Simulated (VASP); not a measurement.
A run of VASP 6.6.1:

The input POSCAR:

```
TiTe2
1.0
    3.7998758621      0.0000000000      0.0000000000
   -1.8999379311      3.2907890278      0.0000000000
    0.0000000000      0.0000000000      6.9080262270
Ti Te
1 2
Direct
    0.0000000000      0.0000000000      0.0000000000
    0.6666666667      0.3333333333      0.2460729476
    0.3333333333      0.6666666667      0.7539270524
```

Contents of INCAR.step1:

```
SYSTEM = TiTe2
PREC = Accurate
ENCUT = 520
ISMEAR = 0
SIGMA = 0.1
LREAL = .FALSE.
LASPH = .TRUE.
NELM = 100
NBANDS = 19
GGA = PE
ALGO = Normal
EDIFF = 1E-4
LWAVE = .TRUE.
LCHARG = .FALSE.
```

File INCAR.step2:

```
SYSTEM = TiTe2
PREC = Accurate
ENCUT = 520
EDIFF = 1E-6
ISMEAR = 0
SIGMA = 0.1
LREAL = .FALSE.
LASPH = .TRUE.
NELM = 100
ALGO = Normal
ISIF = 2
LWAVE = .FALSE.
LCHARG = .FALSE.
METAGGA = R2SCAN
LMIXTAU = .TRUE.
NBANDS = 19
ISTART = 1
```

The input KPOINTS:

```
Automatic mesh
0
G
  12 12 6
  0 0 0
```

Potentials or basis: VASP PAW PBE potentials, release 64 (Ti_sv, Te).

The run is started by

```sh
$ cat potpaw_PBE.64/Ti_sv/POTCAR potpaw_PBE.64/Te/POTCAR > POTCAR
$ cp INCAR.step1 INCAR
$ mpirun -np 1 vasp_std > vasp.out
$ cp INCAR.step2 INCAR
$ mpirun -np 1 vasp_std > vasp.out
```

Hardware: 1 thread of Intel(R) Xeon(R) 6975P-C (Granite Rapids), on a shared host.

Q: Estimate the wall time of this run.

A: Run time: 4.5 min on 1 thread of Intel(R) Xeon(R) 6975P-C (Granite Rapids), with other jobs on the host, peak memory 0.32 GiB. Counts: k points 100.
